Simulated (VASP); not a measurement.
# InP (Pm-3m) in VASP: further runs, part 2 of 2

VASP 6.6.1.

**5. Relaxation of cell and atoms, PBE**

This run uses another cell than the first one, of 26.31 Å³/atom, 1.041 times its volume.

The input, INCAR:

```
  ALGO = Normal
  EDIFF = 1E-7
  EDIFFG = -0.04
  ENCUT = 600
  GGA = PE
  IBRION = 2
  ISIF = 3
  ISMEAR = 0
  LASPH = True
  LCHARG = False
  LREAL = False
  LWAVE = False
  NELM = 60
  NSW = 90
  PREC = Accurate
  SIGMA = 0.1
```

The input, KPOINTS:

```
k-points
0
Gamma
  4 4 4
```

The input, POSCAR:

```
InP
1.0
    5.4048598400      0.0000000000      0.0000000000
    0.0000000000      5.4048598400      0.0000000000
    0.0000000000      0.0000000000      5.4048598400
In P
3 3
Direct
    0.5000000000      0.0000000000      0.0000000000
    0.0000000000      0.5000000000      0.0000000000
    0.0000000000      0.0000000000      0.5000000000
    0.0000000000      0.5000000000      0.5000000000
    0.5000000000      0.0000000000      0.5000000000
    0.5000000000      0.5000000000      0.0000000000
```

Potentials or basis: VASP PAW PBE potentials, release 64 (In_d, P).

Run with:

```console
$ cat potpaw_PBE.64/In_d/POTCAR potpaw_PBE.64/P/POTCAR > POTCAR
$ mpirun -np 1 vasp_std > vasp.out
```

OUTCAR:

```text
EDIFF = 1E-7
   EDIFFG = -0.04
   ENCUT = 600
   GGA = PE
   IBRION = 2
   ISIF = 3
   ISMEAR = 0
   LASPH = True
   LREAL = False
   NELM = 60
   NSW = 90
   PREC = Accurate

 ion  position               nearest neighbor table
   1  0.500  0.000  0.000-   5 2.70   6 2.70   5 2.70   6 2.70   3 3.82   2 3.82   2 3.82   3 3.82
                             2 3.82   3 3.82   3 3.82   2 3.82
   2  0.000  0.500  0.000-   4 2.70   6 2.70   4 2.70   6 2.70   3 3.82   1 3.82   1 3.82   3 3.82
                             3 3.82   1 3.82   3 3.82   1 3.82
   3  0.000  0.000  0.500-   4 2.70   5 2.70   4 2.70   5 2.70   1 3.82   2 3.82   2 3.82   1 3.82
                             2 3.82   1 3.82   2 3.82   1 3.82
   4  0.000  0.500  0.500-   2 2.70   3 2.70   2 2.70   3 2.70
   5  0.500  0.000  0.500-   1 2.70   3 2.70   1 2.70   3 2.70
   6  0.500  0.500  0.000-   1 2.70   2 2.70   1 2.70   2 2.70

  LATTYP: Found a simple cubic cell.
 ALAT       =     5.4048598400

  Lattice vectors:

 A1 = (   5.4048598400,   0.0000000000,   0.0000000000)
 A2 = (   0.0000000000,   5.4048598400,   0.0000000000)
 A3 = (   0.0000000000,   0.0000000000,   5.4048598400)
[... 224 lines left out ...]
 fundamental gap:      0.0957257424
 Fermi energy:         5.5035781750

 k-point     1 :       0.0000    0.0000    0.0000
  band No.  band energies     occupation
      1      -9.3728      2.00000
      2      -9.3728      2.00000
      3      -9.3040      2.00000
      4      -9.1507      2.00000
      5      -9.1507      2.00000
      6      -9.1507      2.00000
[... 339 lines left out ...]
     31       9.1059      0.00000
     32       9.1588      0.00000

------------------------ aborting loop because EDIFF is reached ----------------------------------------

  FORCE on cell =-STRESS in cart. coord.  units (eV):
  Direction    XX          YY          ZZ          XY          YZ          ZX
  --------------------------------------------------------------------------------------
  -------------------------------------------------------------------------------------
  Total        0.1668547      0.1668547      0.1668547      0.0000000      0.0000000      0.0000000
  in kB        1.7709974      1.7709974      1.7709974      0.0000000      0.0000000      0.0000000
  external PRESSURE =       1.7709974 kB  Pullay stress =       0.0000000 kB

 VOLUME and BASIS-vectors are now :
 -----------------------------------------------------------------------------
  energy-cutoff  :      600.00
  volume of cell :      150.95
      direct lattice vectors                 reciprocal lattice vectors
     5.324477893  0.000000000 -0.000000000     0.187811842 -0.000000000  0.000000000
     0.000000000  5.324477893  0.000000000    -0.000000000  0.187811842 -0.000000000
    -0.000000000  0.000000000  5.324477893     0.000000000 -0.000000000  0.187811842

 POSITION                                       TOTAL-FORCE (eV/Angst)
 -----------------------------------------------------------------------------------
      2.66224      0.00000     -0.00000         0.000000     -0.000000      0.000000
      0.00000      2.66224      0.00000         0.000000     -0.000000      0.000000
     -0.00000      0.00000      2.66224        -0.000000     -0.000000      0.000000
     -0.00000      2.66224      2.66224         0.000000     -0.000000      0.000000
      2.66224      0.00000      2.66224         0.000000      0.000000      0.000000
      2.66224      2.66224     -0.00000         0.000000     -0.000000      0.000000
 -----------------------------------------------------------------------------------
    total drift:                                0.000000      0.000000      0.000000

  FREE ENERGIE OF THE ION-ELECTRON SYSTEM (eV)
  ---------------------------------------------------
  free  energy   TOTEN  =       -20.5428041138 eV

  energy  without entropy=      -20.5133785993  energy(sigma->0) =      -20.52809136

 reached required accuracy - stopping structural energy minimisation
```

OSZICAR:

```text
N       E                     dE             d eps       ncg     rms          rms(c)
DAV:   1     0.510151363207E+03    0.51015E+03   -0.27213E+04   640   0.212E+03
DAV:   2     0.374805679786E+02   -0.47267E+03   -0.46691E+03   640   0.493E+02
DAV:   3    -0.188868750905E+02   -0.56367E+02   -0.55843E+02   816   0.183E+02
[... 20 lines left out ...]
DAV:   8    -0.205428044883E+02   -0.16614E-05   -0.74965E-06   960   0.365E-02    0.949E-03
DAV:   9    -0.205428048501E+02   -0.36179E-06   -0.93002E-07   696   0.749E-03    0.660E-03
DAV:  10    -0.205428046433E+02    0.20674E-06   -0.96138E-08   488   0.191E-03    0.150E-03
DAV:  11    -0.205428041098E+02    0.53353E-06   -0.68108E-08   424   0.239E-03    0.920E-04
DAV:  12    -0.205428041138E+02   -0.40372E-08   -0.20951E-08   376   0.173E-03
   2 F= -.20542804E+02 E0= -.20528091E+02  d E =-.390239E-01
```

Wall time 91 s (1 thread of Intel Xeon 6975P-C (Granite Rapids), shared host); peak memory 0.34 GiB.

What came out:

```
Free energy                            : -20.5428 eV
Relaxed volume                         : 25.16 Å³/atom
Relaxed cell                           : a = 5.324 Å, b = 5.324 Å, c = 5.324 Å, α = 90.00°, β = 90.00°, γ = 90.00°
Space group after relaxing (to 0.05 Å) : Pm-3m (No. 221)
Energy gained by relaxing              : 6.5 meV/atom
Ionic steps                            : 2
Pressure after relaxing                : 0.2 GPa
Band gap on the k mesh                 : zero (band 27 reaches 6.34 eV, above the bottom of band 28 at 5.34 eV)
```

The path:
| step | energy change (eV) | largest force (eV/Å) | pressure (GPa) | volume (Å³) |
| --- | --- | --- | --- | --- |
| 1 | 0.0000 | 0.0000 | -1.88 | 157.89 |
| 2 | -0.0390 | 0.0000 | 0.18 | 150.95 |

Final structure:
```xyz
6
Lattice="5.3245 0.0000 0.0000 0.0000 5.3245 0.0000 0.0000 0.0000 5.3245" Properties=species:S:1:pos:R:3 pbc="T T T"
In    2.6622    0.0000    0.0000
In    0.0000    2.6622    0.0000
In    0.0000    0.0000    2.6622
P     0.0000    2.6622    2.6622
P     2.6622    0.0000    2.6622
P     2.6622    2.6622    0.0000
```

Levels at points of the mesh, in eV from the Fermi level:
```csv
k point,band 24,band 25,band 26,band 27,band 28,band 29,band 30,band 31
"(0.00, 0.00, 0.00)",-2.66,-2.66,-2.02,-2.02,0.08,0.08,0.08,3.55
"(0.50, 0.00, 0.00)",-3.51,-2.39,-0.96,-0.17,-0.17,1.52,2.22,2.22
"(0.50, 0.50, 0.00)",-2.05,-0.92,-0.24,-0.10,0.43,0.88,2.51,2.51
"(0.50, 0.50, 0.50)",0.15,0.15,0.15,0.84,0.84,3.59,3.59,3.60
```

Caveat: spin-orbit coupling is left out, which moves the levels of the heavy elements.

**6. Relaxation of cell and atoms, PBE**

The input, INCAR:

```
  PREC = Accurate
  ENCUT = 600
  EDIFF = 1E-6
  ISMEAR = 0
  SIGMA = 0.1
  LREAL = False
  LASPH = True
  NELM = 80
  ALGO = Normal
  ISIF = 3
  LWAVE = False
  LCHARG = False
  GGA = PE
  IBRION = 2
  NSW = 100
  EDIFFG = -0.01
```

The input, KPOINTS:

```
regular mesh
0
Gamma
  8 8 8
```

POSCAR: that of step 5 with these lines changed.

```diff
@@ -2,5 +2,5 @@
 1.0
-    5.4048598400      0.0000000000      0.0000000000
-    0.0000000000      5.4048598400      0.0000000000
-    0.0000000000      0.0000000000      5.4048598400
+    5.3337963511      0.0000000000      0.0000000000
+    0.0000000000      5.3337963511      0.0000000000
+    0.0000000000      0.0000000000      5.3337963511
 In P
```

Potentials or basis: VASP PAW PBE potentials, release 64 (In_d, P).

Run with:

```console
$ cat potpaw_PBE.64/In_d/POTCAR potpaw_PBE.64/P/POTCAR > POTCAR
$ mpirun -np 1 vasp_std > vasp.out
```

OUTCAR:

```text
PREC = Accurate
   ENCUT = 600
   EDIFF = 1E-6
   ISMEAR = 0
   LREAL = False
   LASPH = True
   NELM = 80
   ISIF = 3
   GGA = PE
   IBRION = 2
   NSW = 100
   EDIFFG = -0.01

 ion  position               nearest neighbor table
   1  0.500  0.000  0.000-   5 2.67   6 2.67   5 2.67   6 2.67   3 3.77   2 3.77   2 3.77   3 3.77
                             2 3.77   3 3.77   3 3.77   2 3.77
   2  0.000  0.500  0.000-   4 2.67   6 2.67   4 2.67   6 2.67   3 3.77   1 3.77   1 3.77   3 3.77
                             3 3.77   1 3.77   3 3.77   1 3.77
   3  0.000  0.000  0.500-   4 2.67   5 2.67   4 2.67   5 2.67   1 3.77   2 3.77   2 3.77   1 3.77
                             2 3.77   1 3.77   2 3.77   1 3.77
   4  0.000  0.500  0.500-   2 2.67   3 2.67   2 2.67   3 2.67
   5  0.500  0.000  0.500-   1 2.67   3 2.67   1 2.67   3 2.67
   6  0.500  0.500  0.000-   1 2.67   2 2.67   1 2.67   2 2.67

  LATTYP: Found a simple cubic cell.
 ALAT       =     5.3337963511

  Lattice vectors:

 A1 = (   5.3337963511,   0.0000000000,   0.0000000000)
 A2 = (   0.0000000000,   5.3337963511,   0.0000000000)
 A3 = (   0.0000000000,   0.0000000000,   5.3337963511)

Analysis of symmetry for initial positions (statically):
=====================================================================
 Subroutine PRICEL returns:
 Original cell was already a primitive cell.

 Routine SETGRP: Setting up the symmetry group for a
 simple cubic supercell.

 Subroutine GETGRP returns: Found 48 space group operations
 (whereof 48 operations were pure point group operations)
 out of a pool of 48 trial point group operations.

The static configuration has the point symmetry O_h .

Analysis of symmetry for dynamics (positions and initial velocities):
=====================================================================
 Subroutine PRICEL returns:
 Original cell was already a primitive cell.

 Routine SETGRP: Setting up the symmetry group for a
 simple cubic supercell.

 Subroutine GETGRP returns: Found 48 space group operations
 (whereof 48 operations were pure point group operations)
 out of a pool of 48 trial point group operations.

The dynamic configuration has the point symmetry O_h .

 Subroutine INISYM returns: Found 48 space group operations
 (whereof 48 operations are pure point group operations),
 and found     1 'primitive' translations

----------------------------------------------------------------------------------------

                                     Primitive cell

  volume of cell :     151.7432

  direct lattice vectors                    reciprocal lattice vectors
     5.333796351  0.000000000  0.000000000     0.187483723  0.000000000  0.000000000
     0.000000000  5.333796351  0.000000000     0.000000000  0.187483723  0.000000000
     0.000000000  0.000000000  5.333796351     0.000000000  0.000000000  0.187483723

  length of vectors
     5.333796351  5.333796351  5.333796351     0.187483723  0.187483723  0.187483723

[... 126 lines left out ...]
   NGX = 21   NGY = 21   NGZ = 21

--------------------------------------- Ionic step        1  -------------------------------------------

 number of electron      54.0000013 magnetization

 Free energy of the ion-electron system (eV)
  ---------------------------------------------------
  ext. energy  EPLUGINS =         0.00000000
  ---------------------------------------------------
  free energy    TOTEN  =       -20.60846389 eV

  energy without entropy =      -20.57863667  energy(sigma->0) =      -20.59355028

------------------------ aborting loop because EDIFF is reached ----------------------------------------

  FORCE on cell =-STRESS in cart. coord.  units (eV):
  Direction    XX          YY          ZZ          XY          YZ          ZX
  --------------------------------------------------------------------------------------
  -------------------------------------------------------------------------------------
  Total        0.4016913      0.4016913      0.4016913      0.0000000      0.0000000      0.0000000
  in kB        4.2412487      4.2412487      4.2412487      0.0000000      0.0000000      0.0000000
  external PRESSURE =       4.2412487 kB  Pullay stress =       0.0000000 kB

 VOLUME and BASIS-vectors are now :
 -----------------------------------------------------------------------------
  energy-cutoff  :      600.00
  volume of cell :      151.74
      direct lattice vectors                 reciprocal lattice vectors
     5.333796351  0.000000000  0.000000000     0.187483723  0.000000000  0.000000000
     0.000000000  5.333796351  0.000000000     0.000000000  0.187483723  0.000000000
     0.000000000  0.000000000  5.333796351     0.000000000  0.000000000  0.187483723

 POSITION                                       TOTAL-FORCE (eV/Angst)
 -----------------------------------------------------------------------------------
      2.66690      0.00000      0.00000         0.000000      0.000000      0.000000
      0.00000      2.66690      0.00000         0.000000      0.000000      0.000000
      0.00000      0.00000      2.66690         0.000000      0.000000      0.000000
      0.00000      2.66690      2.66690         0.000000      0.000000      0.000000
      2.66690      0.00000      2.66690         0.000000      0.000000      0.000000
      2.66690      2.66690      0.00000         0.000000      0.000000      0.000000
 -----------------------------------------------------------------------------------
    total drift:                                0.000000      0.000000      0.000000

  FREE ENERGIE OF THE ION-ELECTRON SYSTEM (eV)
  ---------------------------------------------------
  free  energy   TOTEN  =       -20.6084638909 eV

  energy  without entropy=      -20.5786366656  energy(sigma->0) =      -20.59355028

--------------------------------------- Ionic step        2  -------------------------------------------

 number of electron      54.0000022 magnetization

 Free energy of the ion-electron system (eV)
  ---------------------------------------------------
  ext. energy  EPLUGINS =         0.00000000
  ---------------------------------------------------
  free energy    TOTEN  =       -20.61019317 eV

  energy without entropy =      -20.57997681  energy(sigma->0) =      -20.59508499

 E-fermi :   5.3343     XC(G=0):  -9.4777

 val. band max:        5.3292279084   @ k =   0.5000   0.3750   0.0000
 cond. band min:       5.3371201499   @ k =   0.2500   0.1250   0.1250
 fundamental gap:      0.0078922414
 Fermi energy:         5.3343414668

 k-point     1 :       0.0000    0.0000    0.0000
  band No.  band energies     occupation
      1      -9.4485      2.00000
      2      -9.4485      2.00000
      3      -9.3977      2.00000
      4      -9.2490      2.00000
      5      -9.2490      2.00000
      6      -9.2490      2.00000
[... 829 lines left out ...]
     31       7.7904      0.00000
     32       8.3531      0.00000

 [... further k-points ...]
[... 5 lines left out ...]
  --------------------------------------------------------------------------------------
  -------------------------------------------------------------------------------------
  Total       -0.0457698     -0.0457698     -0.0457698     -0.0000000      0.0000000     -0.0000000
  in kB       -0.4786072     -0.4786072     -0.4786072     -0.0000000      0.0000000     -0.0000000
  external PRESSURE =      -0.4786072 kB  Pullay stress =       0.0000000 kB

 VOLUME and BASIS-vectors are now :
 -----------------------------------------------------------------------------
  energy-cutoff  :      600.00
  volume of cell :      153.22
      direct lattice vectors                 reciprocal lattice vectors
     5.351023318  0.000000000  0.000000000     0.186880142  0.000000000 -0.000000000
     0.000000000  5.351023318  0.000000000    -0.000000000  0.186880142  0.000000000
     0.000000000  0.000000000  5.351023318     0.000000000 -0.000000000  0.186880142

 POSITION                                       TOTAL-FORCE (eV/Angst)
 -----------------------------------------------------------------------------------
      2.67551      0.00000      0.00000        -0.000000      0.000000      0.000000
      0.00000      2.67551      0.00000        -0.000000      0.000000      0.000000
      0.00000      0.00000      2.67551        -0.000000      0.000000      0.000000
      0.00000      2.67551      2.67551        -0.000000      0.000000      0.000000
      2.67551      0.00000      2.67551        -0.000000      0.000000      0.000000
      2.67551      2.67551      0.00000         0.000000      0.000000      0.000000
 -----------------------------------------------------------------------------------
    total drift:                                0.000000      0.000000      0.000000

  FREE ENERGIE OF THE ION-ELECTRON SYSTEM (eV)
  ---------------------------------------------------
  free  energy   TOTEN  =       -20.6101931734 eV

  energy  without entropy=      -20.5799768121  energy(sigma->0) =      -20.59508499

 reached required accuracy - stopping structural energy minimisation
```

Run time: 4.4 min. Hardware: 1 thread of Intel Xeon 6975P-C (Granite Rapids), shared host; peak memory 0.43 GiB.

What came out:

* Free energy: -20.6102 eV
* Relaxed volume: 25.54 Å³/atom
* Relaxed cell: a = 5.351 Å, b = 5.351 Å, c = 5.351 Å, α = 90.00°, β = 90.00°, γ = 90.00°
* Space group after relaxing (to 0.05 Å): Pm-3m (No. 221)
* Energy gained by relaxing: 0.3 meV/atom
* Ionic steps: 2
* Pressure after relaxing: 0.0 GPa
* Band gap on the k mesh: zero (band 27 reaches 6.17 eV, above the bottom of band 28 at 4.94 eV)

Step by step:
```csv
step,energy change (eV),largest force (eV/Å),pressure (GPa),volume (Å³)
1,0.0000,0.0000,0.42,151.74
2,-0.0017,0.0000,-0.05,153.22
```

Final structure:
```xyz
6
Lattice="5.3510 0.0000 0.0000 0.0000 5.3510 0.0000 0.0000 0.0000 5.3510" Properties=species:S:1:pos:R:3 pbc="T T T"
In    2.6755    0.0000    0.0000
In    0.0000    2.6755    0.0000
In    0.0000    0.0000    2.6755
P     0.0000    2.6755    2.6755
P     2.6755    0.0000    2.6755
P     2.6755    2.6755    0.0000
```

Caveat: spin-orbit coupling is left out, which moves the levels of the heavy elements.

**7. Overview**

```csv
task,cell,k mesh,cutoff (eV),gap on the mesh (eV),pressure (GPa),relaxed volume (Å³/atom)
single point,"a = 5.334 Å, 6 atoms",4 × 4 × 4,520,none,-0.1,-
single point,"a = 5.405 Å, 6 atoms",4 × 4 × 4,520,none,-1.9,-
single point,"a = 5.350 Å, 6 atoms",8 × 8 × 8,520,none,-0.1,-
relaxation of cell and atoms,"relaxed from a = 5.405 Å, 6 atoms",4 × 4 × 4,600,none,0.2,25.16
relaxation of cell and atoms,"relaxed from a = 5.334 Å, 6 atoms",8 × 8 × 8,600,none,0.0,25.54
```

Alike in all rows: level PBE; potentials or basis VASP PAW PBE potentials, release 64 (In_d, P); no spin polarisation; smearing gaussian 0.1 eV.

Caveats: spin-orbit coupling is left out, which moves the levels of the heavy elements.

Absolute energies hang on the potentials; compare differences alone.
